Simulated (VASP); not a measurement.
Set up this calculation in VASP 6.6.1, as the native input.

| Property | Result |
| --- | --- |
| Task | single point |
| Functional | LDA |
| Potentials or basis | VASP PAW LDA potentials, release 64 (Ni, Pt) |
| Cutoff | 520 eV |
| k mesh | 9 × 9 × 9 |
| Occupations | fermi-dirac, width 0.05 eV |
| Spin | collinear spin, ferrimagnetic start |
| Starting moments | [0.7, 0.7, -0.7, -0.3] μB |
| Dipole correction | no |
| Further INCAR settings | ALGO = Normal; EDIFF = 1e-06; NBANDS = 32 |

The structure of Ni3Pt lies in POSCAR:

```
Ni3Pt
1.0
    3.6245667900      0.0000000000      0.0000000000
    0.0000000000      3.6245667900      0.0000000000
    0.0000000000      0.0000000000      3.6245667900
Ni Pt
3 1
Direct
    0.5000000000      0.0000000000      0.5000000000
    0.0000000000      0.5000000000      0.5000000000
    0.5000000000      0.5000000000      0.0000000000
    0.0000000000      0.0000000000      0.0000000000
```

One way to write it, as run:

INCAR

```
PREC = Accurate
ENCUT = 520
EDIFF = 1E-6
ISMEAR = -1
SIGMA = 0.05
LREAL = False
LASPH = True
NELM = 150
ALGO = Normal
ISIF = 2
LWAVE = False
LCHARG = False
ISPIN = 2
MAGMOM = 0.7 0.7 -0.7 -0.3
LORBIT = 11
LMAXMIX = 4
GGA = CA
NBANDS = 32
```

KPOINTS

```
regular mesh
0
Gamma
  9 9 9
```

Potentials or basis: VASP PAW LDA potentials, release 64 (Ni, Pt).

Command:

```console
$ cat potpaw_LDA.64/Ni/POTCAR potpaw_LDA.64/Pt/POTCAR > POTCAR
$ mpirun -np 1 vasp_std > vasp.out
```

Results of the run:

```json
{"Pressure": "-11.5 GPa", "Net moment": "2.17 μB per cell", "Site moments": "Ni +0.62, +0.63 (each value once); Pt +0.30 μB", "Valence electrons inside the program's atomic spheres": "Ni 9.30; Pt 9.47"}
```

Caveat: the cell stands under tension.

Run time: 2.2 min on 1 thread of Intel(R) Xeon(R) Platinum 8488C (Sapphire Rapids) (shared host), peak memory 0.27 GiB.
